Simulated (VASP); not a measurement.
A run of VASP 6.6.1:

INCAR

```
ALGO = Normal
EDIFF = 1E-7
ENCUT = 520
GGA = PE
ISIF = 2
ISMEAR = -1
LASPH = True
LCHARG = False
LREAL = False
LWAVE = False
NBANDS = 28
NELM = 100
PREC = Accurate
SIGMA = 0.05
```

The input KPOINTS:

```
k-points
0
Gamma
  9 9 9
```

File POSCAR:

```
BaTiO3
1.0
    2.8842215206      1.6652060713      2.3177316080
   -2.8842215206      1.6652060713      2.3177316080
    0.0000000000     -3.3304121427      2.3177316080
Ba Ti O
1 1 3
Direct
    0.0000000000      0.0000000000      0.0000000000
    0.5140000000      0.5140000000      0.5140000000
    0.4916000000      0.4916000000      0.9815000000
    0.4916000000      0.9815000000      0.4916000000
    0.9815000000      0.4916000000      0.4916000000
```

Potentials or basis: VASP PAW PBE potentials, release 64 (Ba_sv, Ti_sv, O).

Run with:

```sh
$ cat potpaw_PBE.64/Ba_sv/POTCAR potpaw_PBE.64/Ti_sv/POTCAR potpaw_PBE.64/O/POTCAR > POTCAR
$ mpirun -np 1 vasp_std > vasp.out
```

Hardware: 1 thread of Intel(R) Xeon(R) Platinum 8488C (Sapphire Rapids), on a shared host.

Q: How long does it take, and how much memory?

A: It took 110 s on 1 thread of Intel(R) Xeon(R) Platinum 8488C (Sapphire Rapids), with other jobs on the host, peak memory 0.28 GiB. Counts: scf iterations 17, k points 85.
